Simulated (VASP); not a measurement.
# LiCl (F-43m) in VASP: single point with r2SCAN

Aim: the single point of LiCl with r2SCAN.

All numbers are computed with VASP 6.6.1; they aren't measurements. Logs are shortened: lines on timing, memory, paths and dates and some standing lists are left out, and cuts for length are marked.

### 1 The cell of the first run

Symmetry: F-43m, No. 216, cubic system. Conventional cell: a = 5.686 Å, b = 5.686 Å, c = 5.686 Å, α = 90.00°, β = 90.00°, γ = 90.00°. Li (site symmetry -43m) has 4 Cl at 2.46 Å within 3.3 Å. Within 3.3 Å of Cl (site symmetry -43m) lie 4 Li at 2.46 Å.

### 2 Single point, r2SCAN (strain +4.0%)

Input file POSCAR:

```
LiCl
1.0
    0.0000000000      2.8429108541      2.8429108541
    2.8429108541      0.0000000000      2.8429108541
    2.8429108541      2.8429108541      0.0000000000
Li Cl
1 1
Direct
    0.0000000000      0.0000000000      0.0000000000
    0.2500000000      0.2500000000      0.2500000000
```

Input file INCAR.step1:

```
SYSTEM = LiCl
ALGO = Normal
EDIFF = 1E-4
ENCUT = 520
GGA = PE
ISMEAR = 0
LASPH = .TRUE.
LCHARG = .FALSE.
LREAL = .FALSE.
LWAVE = .TRUE.
NBANDS = 12
NELM = 60
PREC = Accurate
SIGMA = 0.01
```

Input file INCAR.step2:

```
SYSTEM = LiCl
ALGO = Normal
EDIFF = 1E-6
ENCUT = 520
ISIF = 2
ISMEAR = 0
ISTART = 1
LASPH = .TRUE.
LCHARG = .FALSE.
LMIXTAU = .TRUE.
LREAL = .FALSE.
LWAVE = .FALSE.
METAGGA = R2SCAN
NBANDS = 12
NELM = 60
PREC = Accurate
SIGMA = 0.01
```

Input file KPOINTS:

```
k-points
0
G
  8 8 8
  0 0 0
```

Potentials or basis: VASP PAW PBE potentials, release 64 (Li_sv, Cl).

Run with:

```bash
$ cat potpaw_PBE.64/Li_sv/POTCAR potpaw_PBE.64/Cl/POTCAR > POTCAR
$ cp INCAR.step1 INCAR
$ mpirun -np 1 vasp_std > vasp.out
$ cp INCAR.step2 INCAR
$ mpirun -np 1 vasp_std > vasp.out
```

OUTCAR:

```text
SYSTEM = LiCl
   EDIFF = 1E-6
   ENCUT = 520
   ISIF = 2
   ISMEAR = 0
   ISTART = 1
   LASPH = .TRUE.
   LREAL = .FALSE.
   METAGGA = R2SCAN
   NELM = 60
   PREC = Accurate

 ion  position               nearest neighbor table
   1  0.000  0.000  0.000-   2 2.46   2 2.46   2 2.46   2 2.46
   2  0.250  0.250  0.250-   1 2.46   1 2.46   1 2.46   1 2.46

  LATTYP: Found a face centered cubic cell.
 ALAT       =     5.6858217082

  Lattice vectors:

 A1 = (   0.0000000000,   2.8429108541,   2.8429108541)
 A2 = (   2.8429108541,   0.0000000000,   2.8429108541)
 A3 = (   2.8429108541,   2.8429108541,   0.0000000000)

Analysis of symmetry for initial positions (statically):
=====================================================================
 Subroutine PRICEL returns:
 Original cell was already a primitive cell.

 Routine SETGRP: Setting up the symmetry group for a
 face centered cubic supercell.

 Subroutine GETGRP returns: Found 24 space group operations
 (whereof 24 operations were pure point group operations)
 out of a pool of 48 trial point group operations.

The static configuration has the point symmetry T_d .

Analysis of symmetry for dynamics (positions and initial velocities):
=====================================================================
 Subroutine PRICEL returns:
 Original cell was already a primitive cell.

 Routine SETGRP: Setting up the symmetry group for a
 face centered cubic supercell.

 Subroutine GETGRP returns: Found 24 space group operations
 (whereof 24 operations were pure point group operations)
 out of a pool of 48 trial point group operations.

The dynamic configuration has the point symmetry T_d .

 Subroutine INISYM returns: Found 24 space group operations
 (whereof 24 operations are pure point group operations),
 and found     1 'primitive' translations

----------------------------------------------------------------------------------------

                                     Primitive cell

  volume of cell :      45.9536

  direct lattice vectors                    reciprocal lattice vectors
     0.000000000  2.842910854  2.842910854    -0.175876074  0.175876074  0.175876074
     2.842910854  0.000000000  2.842910854     0.175876074 -0.175876074  0.175876074
     2.842910854  2.842910854  0.000000000     0.175876074  0.175876074 -0.175876074

  length of vectors
     4.020483086  4.020483086  4.020483086     0.304626296  0.304626296  0.304626296

  position of ions in fractional coordinates (direct lattice)
     0.000000000  0.000000000  0.000000000
     0.250000000  0.250000000  0.250000000

  ion indices of the primitive-cell ions
   primitive index   ion index
                 1           1
                 2           2

----------------------------------------------------------------------------------------

 KPOINTS: k-points

Automatic generation of k-mesh.
 Grid dimensions read from file:
 generate k-points for:    8    8    8

 Generating k-lattice:

  Cartesian coordinates                     Fractional coordinates (reciprocal lattice)
    -0.021984509  0.021984509  0.021984509     0.125000000  0.000000000  0.000000000
     0.021984509 -0.021984509  0.021984509     0.000000000  0.125000000  0.000000000
     0.021984509  0.021984509 -0.021984509     0.000000000  0.000000000  0.125000000

  Length of vectors
     0.038078287  0.038078287  0.038078287

  Shift w.r.t. Gamma in fractional coordinates (k-lattice)
     0.000000000  0.000000000  0.000000000

 Subroutine IBZKPT returns following result:
 ===========================================

 Found     29 irreducible k-points:

 Following reciprocal coordinates:
            Coordinates               Weight
  0.000000  0.000000  0.000000      1.000000
  0.125000  0.000000  0.000000      8.000000
  0.250000  0.000000  0.000000      8.000000
  0.375000  0.000000  0.000000      8.000000
  0.500000  0.000000  0.000000      4.000000
  0.125000  0.125000  0.000000      6.000000
[... 16 lines left out ...]
  0.500000  0.250000  0.125000     48.000000
 -0.375000  0.250000  0.125000     24.000000
 [... further k-points ...]
   k-points           NKPTS =     29   k-points in BZ     NKDIM =     29   number of bands    NBANDS=     12
   number of dos      NEDOS =    301   number of ions     NIONS =      2
   total plane-waves  NPLWV =  27000
   dimension x,y,z NGX =    30 NGY =   30 NGZ =   30
   dimension x,y,z NGXF=    60 NGYF=   60 NGZF=   60
   ions per type =               1   1
   NGX,Y,Z   is equivalent  to a cutoff of  12.40, 12.40, 12.40 a.u.
   NGXF,Y,Z  is equivalent  to a cutoff of  24.81, 24.81, 24.81 a.u.
 SYSTEM =  LiCl
   PREC   = accura    normal or accurate (medium, high low for compatibility)
   ISTART =      1    job   : 0-new  1-cont  2-samecut
   ICHARG =      0    charge: 1-file 2-atom 10-const
   ISPIN  =      1    spin polarized calculation?
   LNONCOLLINEAR =      F non collinear calculations
   LSORBIT =      F    spin-orbit coupling
   LASPH  =      T    aspherical Exc in radial PAW
   ENCUT  =  520.0 eV  38.22 Ry    6.18 a.u.   7.48  7.48  7.48*2*pi/ulx,y,z
   NELM   =     60;   NELMIN=  2; NELMDL=  0     # of ELM steps
   EDIFF  = 0.1E-05   stopping-criterion for ELM
   LREAL  =      F    real-space projection
   EDIFFG = 0.1E-04   stopping-criterion for IOM
   NSW    =      0    number of steps for IOM
   IBRION =     -1    ionic relax: 0-MD 1-quasi-New 2-CG
   NFREE  =      0    steps in history (QN), initial steepest desc. (CG)
   ISIF   =      2    stress and relaxation
   ISYM   =      2    0-nonsym 1-usesym 2-fastsym
   POTIM  = 0.5000    time-step for ionic-motion
   TEBEG  =    0.0;   TEEND  =   0.0 temperature during run
   PSTRESS=    0.0 pullay stress
   NELECT =      10.0000    total number of electrons
   NUPDOWN=      -1.0000    fix difference up-down
   EMIN   =  10.00;   EMAX   =-10.00  energy-range for DOS
   EFERMI =   0.00;   METHOD = LEGACY
   ISMEAR =     0;   SIGMA  =   0.01  broadening in eV -4-tet -1-fermi 0-gaus
   EFERMI_NEDOS =   21; number of points for ismear=-14 and -15
   IALGO  =     38    algorithm
   IMIX   =      4    mixing-type and parameters
     AMIX     =   0.40;   BMIX     =  1.00
     AMIX_MAG =   1.60;   BMIX_MAG =  1.00
  volume/ion in A,a.u.               =      22.98       155.06
  Fermi-wavevector in a.u.,A,eV,Ry     =   0.984695  1.860803 13.192530  0.969624
  Thomas-Fermi vector in A             =   2.115947
   LORBIT       =      0    0 simple, 1 ext, 2 COOP (PROOUT), +10 PAW based schemes
   METAGGA = R2SCAN    functional components
   LHFCALC =     F    Hartree Fock is set to
   AEXX    =    0.0000 exact exchange contribution
   IVDW    =     0    specifies the selected vdW correction
   LEPSILON=     F    determine dielectric tensor
   LRPA    =     F    only Hartree local field effects (RPA)
 non-spin polarized calculation
 Gauss-broadening in eV      SIGMA  =   0.01
  energy-cutoff  :      520.00
  volume of cell :       45.95
 maximum number of plane-waves:      1254
 NGX is ok and might be reduce to    30
   NGX = 15   NGY = 15   NGZ = 15

 number of electron       9.9999994 magnetization

 Free energy of the ion-electron system (eV)
  ---------------------------------------------------
  ext. energy  EPLUGINS =         0.00000000
  ---------------------------------------------------
  free energy    TOTEN  =       -12.52822259 eV

  energy without entropy =      -12.52822259  energy(sigma->0) =      -12.52822259

 E-fermi :  -2.0992     XC(G=0):  -7.6637

 val. band max:       -2.1924736891   @ k =   0.0000   0.0000   0.0000
 cond. band min:       4.1485161864   @ k =   0.0000   0.0000   0.0000
 fundamental gap:      6.3409898755
 Fermi energy:        -2.0992039866

 k-point     1 :       0.0000    0.0000    0.0000
  band No.  band energies     occupation
      1     -46.5901      2.00000
      2     -15.2496      2.00000
      3      -2.1925      2.00000
      4      -2.1925      2.00000
      5      -2.1925      2.00000
      6       4.1485      0.00000
      7       8.6892      0.00000
      8       8.6892      0.00000
      9       8.6895      0.00000
     10      12.7818      0.00000
     11      12.7818      0.00000
     12      15.7136      0.00000

 k-point     2 :       0.1250    0.0000    0.0000
  band No.  band energies     occupation
      1     -46.5900      2.00000
      2     -15.2184      2.00000
      3      -2.4954      2.00000
      4      -2.2297      2.00000
      5      -2.2297      2.00000
      6       4.5292      0.00000
      7       8.7282      0.00000
      8       8.8455      0.00000
      9       8.8458      0.00000
     10      12.2791      0.00000
     11      12.2791      0.00000
     12      14.6669      0.00000

 k-point     3 :       0.2500    0.0000    0.0000
  band No.  band energies     occupation
      1     -46.5897      2.00000
      2     -15.1409      2.00000
      3      -3.1313      2.00000
      4      -2.3164      2.00000
      5      -2.3164      2.00000
      6       5.3914      0.00000
      7       8.7468      0.00000
      8       9.0219      0.00000
      9       9.0222      0.00000
     10      12.1082      0.00000
     11      12.1083      0.00000
     12      14.1082      0.00000
[... 286 lines left out ...]
 k-point    23 :       0.5000    0.2500    0.1250
  band No.  band energies     occupation
      1     -46.5892      2.00000
      2     -15.0181      2.00000
      3      -3.5455      2.00000
      4      -2.8247      2.00000
      5      -2.5451      2.00000
      6       6.5522      0.00000
      7       7.9236      0.00000
      8       9.3386      0.00000
      9       9.8513      0.00000
     10      11.7176      0.00000
     11      14.1831      0.00000
     12      14.9619      0.00000

 k-point    24 :      -0.3750    0.2500    0.1250
  band No.  band energies     occupation
      1     -46.5891      2.00000
      2     -14.9907      2.00000
      3      -3.6783      2.00000
      4      -2.8592      2.00000
      5      -2.6103      2.00000
      6       7.0247      0.00000
      7       7.5111      0.00000
      8       9.7420      0.00000
      9       9.7997      0.00000
     10      12.0273      0.00000
     11      13.9653      0.00000
     12      14.8041      0.00000

 [... further k-points ...]
[... 5 lines left out ...]
  --------------------------------------------------------------------------------------
  -------------------------------------------------------------------------------------
  Total       -0.7781293     -0.7781293     -0.7781293      0.0000000      0.0000000     -0.0000000
  in kB      -27.1295517    -27.1295517    -27.1295517      0.0000000      0.0000000     -0.0000000
  external PRESSURE =     -27.1295517 kB  Pullay stress =       0.0000000 kB

 VOLUME and BASIS-vectors are now :
 -----------------------------------------------------------------------------
  energy-cutoff  :      520.00
  volume of cell :       45.95
      direct lattice vectors                 reciprocal lattice vectors
     0.000000000  2.842910854  2.842910854    -0.175876074  0.175876074  0.175876074
     2.842910854  0.000000000  2.842910854     0.175876074 -0.175876074  0.175876074
     2.842910854  2.842910854  0.000000000     0.175876074  0.175876074 -0.175876074

 POSITION                                       TOTAL-FORCE (eV/Angst)
 -----------------------------------------------------------------------------------
      0.00000      0.00000      0.00000        -0.000000     -0.000000     -0.000000
      1.42146      1.42146      1.42146         0.000000      0.000000      0.000000
 -----------------------------------------------------------------------------------
    total drift:                                0.000000      0.000000     -0.000000

  FREE ENERGIE OF THE ION-ELECTRON SYSTEM (eV)
  ---------------------------------------------------
  free  energy   TOTEN  =       -12.5282225898 eV

  energy  without entropy=      -12.5282225898  energy(sigma->0) =      -12.52822259
```

Run time: 71 s. Hardware: 1 thread of Intel Xeon Platinum 8488C (Sapphire Rapids), shared host; peak memory 0.16 GiB.

Results:

```yaml
Free_energy: -12.5282 eV
Band_gap_on_the_k_mesh: 6.34 eV, direct
```

Levels at points of the mesh, in eV from the valence-band top:
| k point | band 1 | band 2 | band 3 | band 4 | band 5 | band 6 | band 7 | band 8 | band 9 | band 10 |
| --- | --- | --- | --- | --- | --- | --- | --- | --- | --- | --- |
| (0.00, 0.00, 0.00) | -44.40 | -13.06 | 0.00 | 0.00 | 0.00 | 6.34 | 10.88 | 10.88 | 10.88 | 14.97 |
| (0.50, 0.00, 0.00) | -44.40 | -12.83 | -1.70 | -0.24 | -0.24 | 8.82 | 10.79 | 10.97 | 10.97 | 16.53 |
| (0.50, 0.50, 0.00) | -44.40 | -12.76 | -1.38 | -0.69 | -0.69 | 7.21 | 10.28 | 13.51 | 14.24 | 14.24 |

Caveat: the cell differs from its parent crystal (strain +4.0%); the cutoff is under 1.25 times the usual one of these potentials, so pressure, stress and relaxed cells hold a basis-set (Pulay) error; the PAW data sets were made with another functional, which shifts forces and pressure a little. A k mesh can miss the band edges.
